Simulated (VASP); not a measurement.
## SbC: single point with PBE

Crystal: SbC.

```
CELL_PARAMETERS angstrom
0.00000 2.63972 2.63972
2.63972 0.00000 2.63972
2.63972 2.63972 0.00000
ATOMIC_POSITIONS crystal
Sb 0.00000 0.00000 0.00000
C 0.25000 0.25000 0.25000
```

```
Program                : VASP 6.6.1
Task                   : single point
Functional             : PBE
Potentials or basis    : VASP PAW PBE potentials, release 64 (Sb, C)
Cutoff                 : 520 eV
k mesh                 : 18 × 18 × 18
Occupations            : gaussian, width 0.1 eV
Spin                   : no spin polarisation
Dipole correction      : no
Further INCAR settings : ALGO = Normal; EDIFF = 1e-06; NBANDS = 12
```

The pressure is 0.1 GPa.

Levels at points of the mesh, in eV from the Fermi level:
```tsv
k point	band 3	band 4	band 5	band 6	band 7	band 8
(0.00, 0.00, 0.00)	-2.28	-2.28	-2.28	2.01	2.01	2.01
(0.50, 0.00, 0.00)	-3.44	-3.44	-1.58	2.99	2.99	4.15
(0.50, 0.50, 0.00)	-5.03	-5.03	-1.22	0.12	6.53	6.53
```

It took 28 s on 1 thread of Intel(R) Xeon(R) 6975P-C (Granite Rapids), on a shared host, peak memory 0.22 GiB.

Caveat: spin-orbit coupling is left out, which moves the levels of the heavy elements.
